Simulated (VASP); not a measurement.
# Mg3O2 (R32) in VASP: a series of runs

Runs on Mg3O2. Level: PBE. Tasks: single point, relaxation of cell and atoms.

All numbers are computed with VASP 6.6.1; they aren't measurements. Logs are shortened: lines on timing, memory, paths and dates and some standing lists are left out, and cuts for length are marked.

## (1) The cell of the first run

Symmetry: R32, No. 155, trigonal system. The conventional cell has a = 5.618 Å, b = 5.618 Å, c = 12.645 Å, α = 90.00°, β = 90.00°, γ = 120.00°. Mg (site symmetry 2) has 2 O at 1.91 Å within 2.5 Å. O (site symmetry 3) has 3 Mg at 1.91 Å within 2.5 Å.

The cell was generated, and may not be a known phase.

## (2) Single point, PBE

The input, INCAR:

```
ALGO = Normal
EDIFF = 1E-6
ENCUT = 520
GGA = PE
ISIF = 2
ISMEAR = 0
LASPH = T
LCHARG = F
LREAL = F
LWAVE = F
NBANDS = 17
NELM = 60
PREC = Accurate
SIGMA = 0.1
```

The input, KPOINTS:

```
k-points
0
Gamma
  6 6 6
```

The input, POSCAR:

```
Mg3O2
1.0
    2.8088072070      1.6216655970      4.2150376867
   -2.8088072070      1.6216655970      4.2150376867
    0.0000000000     -3.2433311941      4.2150376867
Mg O
3 2
Direct
    0.6779650572      0.3220349428      0.0000000000
    0.3220349428      0.0000000000      0.6779650572
    0.0000000000      0.6779650572      0.3220349428
    0.6664609880      0.6664609880      0.6664609880
    0.3335390120      0.3335390120      0.3335390120
```

Potentials or basis: VASP PAW PBE potentials, release 64 (Mg, O).

Started as:

```console
$ cat potpaw_PBE.64/Mg/POTCAR potpaw_PBE.64/O/POTCAR > POTCAR
$ mpirun -np 1 vasp_std > vasp.out
```

OUTCAR:

```text
EDIFF = 1E-6
   ENCUT = 520
   GGA = PE
   ISIF = 2
   ISMEAR = 0
   LASPH = T
   LREAL = F
   NELM = 60
   PREC = Accurate

 ion  position               nearest neighbor table
   1  0.678  0.322  0.000-   4 1.91   5 1.91   2 3.13   3 3.13   3 3.30   2 3.30   2 3.30   3 3.30

   2  0.322  0.000  0.678-   5 1.91   4 1.91   3 3.13   1 3.13   1 3.30   3 3.30   3 3.30   1 3.30

   3  0.000  0.678  0.322-   4 1.91   5 1.91   2 3.13   1 3.13   1 3.30   2 3.30   2 3.30   1 3.30

   4  0.666  0.666  0.666-   3 1.91   1 1.91   2 1.91
   5  0.334  0.334  0.334-   2 1.91   1 1.91   3 1.91

  LATTYP: Found a trigonal (rhomboedric) cell.
 ALAT       =     5.3184339739
 COS(alpha) =     0.4421642888

  Lattice vectors:

 A1 = (   2.8088072070,   1.6216655970,   4.2150376867)
 A2 = (  -2.8088072070,   1.6216655970,   4.2150376867)
 A3 = (   0.0000000000,  -3.2433311941,   4.2150376867)

Analysis of symmetry for initial positions (statically):
=====================================================================
 Subroutine PRICEL returns:
 Original cell was already a primitive cell.

 Routine SETGRP: Setting up the symmetry group for a
 trigonal (rhombohedral) supercell.

 Subroutine GETGRP returns: Found  6 space group operations
 (whereof  6 operations were pure point group operations)
 out of a pool of 12 trial point group operations.

The static configuration has the point symmetry D_3 .

Analysis of symmetry for dynamics (positions and initial velocities):
=====================================================================
 Subroutine PRICEL returns:
 Original cell was already a primitive cell.

 Routine SETGRP: Setting up the symmetry group for a
 trigonal (rhombohedral) supercell.

 Subroutine GETGRP returns: Found  6 space group operations
 (whereof  6 operations were pure point group operations)
 out of a pool of 12 trial point group operations.

The dynamic configuration has the point symmetry D_3 .

 Subroutine INISYM returns: Found  6 space group operations
 (whereof  6 operations are pure point group operations),
 and found     1 'primitive' translations

----------------------------------------------------------------------------------------

                                     Primitive cell

  volume of cell :     115.1956

  direct lattice vectors                    reciprocal lattice vectors
     2.808807207  1.621665597  4.215037687     0.178011506  0.102774991  0.079081934
    -2.808807207  1.621665597  4.215037687    -0.178011506  0.102774991  0.079081934
     0.000000000 -3.243331194  4.215037687     0.000000000 -0.205549981  0.079081934

  length of vectors
     5.318433974  5.318433974  5.318433974     0.220237933  0.220237933  0.220237933

  position of ions in fractional coordinates (direct lattice)
     0.677965057  0.322034943  0.000000000
     0.322034943  0.000000000  0.677965057
     0.000000000  0.677965057  0.322034943
     0.666460988  0.666460988  0.666460988
     0.333539012  0.333539012  0.333539012

  ion indices of the primitive-cell ions
   primitive index   ion index
                 1           1
                 2           2
                 3           3
                 4           4
                 5           5

----------------------------------------------------------------------------------------

 KPOINTS: k-points

Automatic generation of k-mesh.
 Grid dimensions read from file:
 generate k-points for:    6    6    6

 Generating k-lattice:

  Cartesian coordinates                     Fractional coordinates (reciprocal lattice)
     0.029668584  0.017129165  0.013180322     0.166666667  0.000000000  0.000000000
    -0.029668584  0.017129165  0.013180322     0.000000000  0.166666667  0.000000000
     0.000000000 -0.034258330  0.013180322     0.000000000  0.000000000  0.166666667

  Length of vectors
     0.036706322  0.036706322  0.036706322

  Shift w.r.t. Gamma in fractional coordinates (k-lattice)
     0.000000000  0.000000000  0.000000000

 Subroutine IBZKPT returns following result:
 ===========================================

 Found     32 irreducible k-points:

 Following reciprocal coordinates:
            Coordinates               Weight
  0.000000  0.000000  0.000000      1.000000
  0.166667  0.000000 -0.000000      6.000000
  0.333333 -0.000000  0.000000      6.000000
  0.500000  0.000000 -0.000000      3.000000
  0.166667  0.166667 -0.000000      6.000000
  0.333333  0.166667 -0.000000     12.000000
[... 16 lines left out ...]
  0.500000  0.500000  0.166667      6.000000
 -0.333333  0.500000  0.166667     12.000000
 [... further k-points ...]
   k-points           NKPTS =     32   k-points in BZ     NKDIM =     32   number of bands    NBANDS=     17
   number of dos      NEDOS =    301   number of ions     NIONS =      5
   total plane-waves  NPLWV =  64000
   dimension x,y,z NGX =    40 NGY =   40 NGZ =   40
   dimension x,y,z NGXF=    80 NGYF=   80 NGZF=   80
   ions per type =               3   2
   NGX,Y,Z   is equivalent  to a cutoff of  12.50, 12.50, 12.50 a.u.
   NGXF,Y,Z  is equivalent  to a cutoff of  25.01, 25.01, 25.01 a.u.
 SYSTEM =  unknown system
   PREC   = accura    normal or accurate (medium, high low for compatibility)
   ISTART =      0    job   : 0-new  1-cont  2-samecut
   ICHARG =      2    charge: 1-file 2-atom 10-const
   ISPIN  =      1    spin polarized calculation?
   LNONCOLLINEAR =      F non collinear calculations
   LSORBIT =      F    spin-orbit coupling
   LASPH  =      T    aspherical Exc in radial PAW
   ENCUT  =  520.0 eV  38.22 Ry    6.18 a.u.   9.89  9.89  9.89*2*pi/ulx,y,z
   NELM   =     60;   NELMIN=  2; NELMDL= -5     # of ELM steps
   EDIFF  = 0.1E-05   stopping-criterion for ELM
   LREAL  =      F    real-space projection
   EDIFFG = 0.1E-04   stopping-criterion for IOM
   NSW    =      0    number of steps for IOM
   IBRION =     -1    ionic relax: 0-MD 1-quasi-New 2-CG
   NFREE  =      0    steps in history (QN), initial steepest desc. (CG)
   ISIF   =      2    stress and relaxation
   ISYM   =      2    0-nonsym 1-usesym 2-fastsym
   POTIM  = 0.5000    time-step for ionic-motion
   TEBEG  =    0.0;   TEEND  =   0.0 temperature during run
   PSTRESS=    0.0 pullay stress
   NELECT =      18.0000    total number of electrons
   NUPDOWN=      -1.0000    fix difference up-down
   EMIN   =  10.00;   EMAX   =-10.00  energy-range for DOS
   EFERMI =   0.00;   METHOD = LEGACY
   ISMEAR =     0;   SIGMA  =   0.10  broadening in eV -4-tet -1-fermi 0-gaus
   EFERMI_NEDOS =   21; number of points for ismear=-14 and -15
   IALGO  =     38    algorithm
   IMIX   =      4    mixing-type and parameters
     AMIX     =   0.40;   BMIX     =  1.00
     AMIX_MAG =   1.60;   BMIX_MAG =  1.00
  volume/ion in A,a.u.               =      23.04       155.48
  Fermi-wavevector in a.u.,A,eV,Ry     =   0.881767  1.666297 10.578699  0.777512
  Thomas-Fermi vector in A             =   2.002307
   LORBIT       =      0    0 simple, 1 ext, 2 COOP (PROOUT), +10 PAW based schemes
   GGA     = PE    functional components
   LHFCALC =     F    Hartree Fock is set to
   AEXX    =    0.0000 exact exchange contribution
   IVDW    =     0    specifies the selected vdW correction
   LEPSILON=     F    determine dielectric tensor
   LRPA    =     F    only Hartree local field effects (RPA)
 non-spin polarized calculation
 Gauss-broadening in eV      SIGMA  =   0.10
  energy-cutoff  :      520.00
  volume of cell :      115.20
 maximum number of plane-waves:      3127
   NGX = 19   NGY = 19   NGZ = 19

 number of electron      18.0000002 magnetization

 Free energy of the ion-electron system (eV)
  ---------------------------------------------------
  ext. energy  EPLUGINS =         0.00000000
  ---------------------------------------------------
  free energy    TOTEN  =       -22.56533821 eV

  energy without entropy =      -22.56533821  energy(sigma->0) =      -22.56533821

 E-fermi :   0.5793     XC(G=0):  -7.2031

 val. band max:        0.1271064429   @ k =   0.5000   0.5000   0.0000
 cond. band min:       1.6355373292   @ k =   0.5000   0.0000  -0.0000
 fundamental gap:      1.5084308863
 Fermi energy:         0.5792877681

 k-point     1 :       0.0000    0.0000    0.0000
  band No.  band energies     occupation
      1     -17.0919      2.00000
      2     -16.7335      2.00000
      3      -3.5342      2.00000
      4      -3.5342      2.00000
      5      -2.7187      2.00000
      6      -2.7187      2.00000
[... 9 lines left out ...]
     16       7.2699      0.00000
     17       7.2699      0.00000

 k-point     2 :       0.1667    0.0000   -0.0000
  band No.  band energies     occupation
      1     -17.0700      2.00000
      2     -16.7537      2.00000
      3      -3.6137      2.00000
      4      -3.5985      2.00000
      5      -2.9268      2.00000
      6      -2.6358      2.00000
[... 9 lines left out ...]
     16       7.4499      0.00000
     17       7.8888      0.00000

 k-point     3 :       0.3333   -0.0000    0.0000
  band No.  band energies     occupation
      1     -17.0145      2.00000
      2     -16.8062      2.00000
      3      -3.8468      2.00000
      4      -3.7238      2.00000
      5      -2.9376      2.00000
      6      -2.5000      2.00000
[... 9 lines left out ...]
     16       8.0789      0.00000
     17       8.3904      0.00000

 k-point     4 :       0.5000    0.0000   -0.0000
  band No.  band energies     occupation
      1     -16.9709      2.00000
      2     -16.8483      2.00000
      3      -3.9705      2.00000
      4      -3.7741      2.00000
      5      -2.8779      2.00000
      6      -2.4413      2.00000
[... 9 lines left out ...]
     16       7.9769      0.00000
     17       8.8532      0.00000

 k-point     5 :       0.1667    0.1667   -0.0000
  band No.  band energies     occupation
      1     -17.0686      2.00000
      2     -16.7543      2.00000
      3      -3.6480      2.00000
      4      -3.5658      2.00000
      5      -2.9472      2.00000
      6      -2.6256      2.00000
[... 9 lines left out ...]
     16       7.2812      0.00000
     17       7.7081      0.00000

 k-point     6 :       0.3333    0.1667   -0.0000
  band No.  band energies     occupation
      1     -17.0282      2.00000
      2     -16.7920      2.00000
      3      -3.8896      2.00000
      4      -3.5418      2.00000
      5      -3.0392      2.00000
      6      -2.5017      2.00000
[... 9 lines left out ...]
     16       7.8289      0.00000
     17       8.3868      0.00000

 k-point     7 :       0.5000    0.1667   -0.0000
  band No.  band energies     occupation
      1     -16.9688      2.00000
      2     -16.8495      2.00000
      3      -4.1028      2.00000
      4      -3.5287      2.00000
      5      -3.0282      2.00000
      6      -2.3917      2.00000
[... 9 lines left out ...]
     16       8.0883      0.00000
     17       8.5701      0.00000

 k-point     8 :      -0.3333    0.1667    0.0000
  band No.  band energies     occupation
      1     -16.9718      2.00000
      2     -16.8473      2.00000
      3      -4.0976      2.00000
      4      -3.5229      2.00000
      5      -3.0376      2.00000
      6      -2.3894      2.00000
[... 9 lines left out ...]
     16       7.8918      0.00000
     17       8.6170      0.00000
[... 203 lines left out ...]
      1     -17.0611      2.00000
      2     -16.7576      2.00000
      3      -3.6848      2.00000
      4      -3.5737      2.00000
      5      -2.9594      2.00000
      6      -2.6311      2.00000
[... 9 lines left out ...]
     16       7.4765      0.00000
     17       8.4163      0.00000

 k-point    20 :       0.5000    0.3333    0.1667
  band No.  band energies     occupation
      1     -17.0211      2.00000
      2     -16.7958      2.00000
      3      -3.8989      2.00000
      4      -3.5716      2.00000
      5      -3.0013      2.00000
      6      -2.6118      2.00000
[... 9 lines left out ...]
     16       8.0973      0.00000
     17       8.7164      0.00000

 k-point    21 :      -0.3333    0.3333    0.1667
  band No.  band energies     occupation
      1     -16.9632      2.00000
      2     -16.8534      2.00000
      3      -4.0959      2.00000
      4      -3.5550      2.00000
      5      -2.9925      2.00000
      6      -2.4866      2.00000
[... 9 lines left out ...]
     16       8.0740      0.00000
     17       8.7849      0.00000

 k-point    22 :      -0.1667    0.3333    0.1667
  band No.  band energies     occupation
      1     -16.9695      2.00000
      2     -16.8488      2.00000
      3      -4.0923      2.00000
      4      -3.5360      2.00000
      5      -3.0261      2.00000
      6      -2.3862      2.00000
[... 9 lines left out ...]
     16       7.9887      0.00000
     17       9.0824      0.00000

 k-point    23 :       0.5000    0.5000    0.1667
  band No.  band energies     occupation
      1     -17.0034      2.00000
      2     -16.8123      2.00000
      3      -3.8405      2.00000
      4      -3.7596      2.00000
      5      -2.9006      2.00000
      6      -2.6413      2.00000
[... 9 lines left out ...]
     16       8.6773      0.00000
     17       8.9543      0.00000

 k-point    24 :      -0.3333    0.5000    0.1667
  band No.  band energies     occupation
      1     -16.9606      2.00000
      2     -16.8551      2.00000
      3      -4.0936      2.00000
      4      -3.5648      2.00000
      5      -2.9760      2.00000
      6      -2.5357      2.00000
[... 9 lines left out ...]
     16       8.3672      0.00000
     17       9.6240      0.00000

 [... further k-points ...]

------------------------ aborting loop because EDIFF is reached ----------------------------------------

  FORCE on cell =-STRESS in cart. coord.  units (eV):
  Direction    XX          YY          ZZ          XY          YZ          ZX
  --------------------------------------------------------------------------------------
  -------------------------------------------------------------------------------------
  Total       -0.1314717     -0.1314717      0.1210060      0.0000000     -0.0000000      0.0000000
  in kB       -1.8285504     -1.8285504      1.6829901      0.0000000     -0.0000000      0.0000000
  external PRESSURE =      -0.6580369 kB  Pullay stress =       0.0000000 kB

 VOLUME and BASIS-vectors are now :
 -----------------------------------------------------------------------------
  energy-cutoff  :      520.00
  volume of cell :      115.20
      direct lattice vectors                 reciprocal lattice vectors
     2.808807207  1.621665597  4.215037687     0.178011506  0.102774991  0.079081934
    -2.808807207  1.621665597  4.215037687    -0.178011506  0.102774991  0.079081934
     0.000000000 -3.243331194  4.215037687     0.000000000 -0.205549981  0.079081934

 POSITION                                       TOTAL-FORCE (eV/Angst)
 -----------------------------------------------------------------------------------
      0.99974      1.62167      4.21504         0.003768     -0.000000      0.000000
      0.90453     -1.67663      4.21504        -0.001884     -0.003263      0.000000
     -1.90427      0.05497      4.21504        -0.001884      0.003263      0.000000
      0.00000     -0.00000      8.42747         0.000000     -0.000000      0.003304
      0.00000     -0.00000      4.21764         0.000000      0.000000     -0.003304
 -----------------------------------------------------------------------------------
    total drift:                                0.000000     -0.000000      0.000000

  FREE ENERGIE OF THE ION-ELECTRON SYSTEM (eV)
  ---------------------------------------------------
  free  energy   TOTEN  =       -22.5653382107 eV

  energy  without entropy=      -22.5653382107  energy(sigma->0) =      -22.56533821
```

Wall time 24 s (1 thread of Intel Xeon 6975P-C (Granite Rapids), shared host); peak memory 0.25 GiB.

Results:

```yaml
Free_energy: -22.5653 eV
Pressure: -0.1 GPa
Largest_force: 0.004 eV/Å
Band_gap_on_the_k_mesh: 1.51 eV (least direct gap 1.71 eV)
```

Forces in eV/Å, atoms in the order of the input:
```
Mg   0.004  0.000  0.000
Mg  -0.002 -0.003  0.000
Mg  -0.002  0.003  0.000
O    0.000  0.000  0.003
O    0.000  0.000 -0.003
```

Stress tensor (GPa, compression positive):
```
-0.18  0.00  0.00
 0.00 -0.18  0.00
 0.00  0.00  0.17
```

Levels at points of the mesh, in eV from the valence-band top:
| k point | band 6 | band 7 | band 8 | band 9 | band 10 | band 11 | band 12 | band 13 |
| --- | --- | --- | --- | --- | --- | --- | --- | --- |
| (0.00, 0.00, 0.00) | -2.85 | -2.37 | -2.06 | -1.86 | 4.22 | 4.35 | 4.35 | 5.12 |
| (0.50, 0.00, 0.00) | -2.57 | -2.31 | -2.25 | -0.21 | 1.51 | 4.15 | 4.49 | 4.81 |
| (0.50, 0.50, 0.00) | -2.60 | -2.55 | -2.17 | 0.00 | 1.75 | 3.76 | 4.03 | 4.07 |
| (0.50, 0.50, 0.50) | -2.87 | -2.87 | -1.87 | -0.75 | 2.09 | 3.81 | 3.81 | 6.12 |

A k mesh can miss the band edges.

(Continued in part 2 of 2.)
